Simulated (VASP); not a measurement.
InP, 2 atoms in the cell. Symmetry: I4/mmm, No. 139, tetragonal system. The conventional cell has a = 4.386 Å, b = 4.386 Å, c = 4.838 Å, α = 90.00°, β = 90.00°, γ = 90.00°. Within 3.2 Å of In (site symmetry 4/mmm) lie 6 P at 2.42 to 3.10 Å. P (site symmetry 4/mmm) has 6 In at 2.42 to 3.10 Å within 3.2 Å.  This cell differs from its parent crystal: ratio of the length along z to the lengths across it x 0.78, volume and fractional coordinates fixed.

- Program: VASP 6.6.1
- Task: single point
- Functional: PBE
- Potentials or basis: VASP PAW PBE potentials, release 64 (In_d, P)
- Cutoff: 520 eV
- k mesh: 16 × 16 × 16
- Occupations: gaussian, width 0.15 eV
- Spin: no spin polarisation
- Dipole correction: no
- Further INCAR settings: ALGO = Normal; EDIFF = 1e-06; NBANDS = 16

Potentials or basis: VASP PAW PBE potentials, release 64 (In_d, P).

Command:

```sh
$ cat potpaw_PBE.64/In_d/POTCAR potpaw_PBE.64/P/POTCAR > POTCAR
$ mpirun -np 1 vasp_std > vasp.out
```

Hardware: 1 thread of Intel Xeon 6975P-C, with other jobs on the host.

Task: Estimate the wall time of this run.

Result: Wall time 3.8 min on 1 thread of Intel Xeon 6975P-C (shared host), peak memory 0.37 GiB. Counts: scf iterations 12, k points 349.
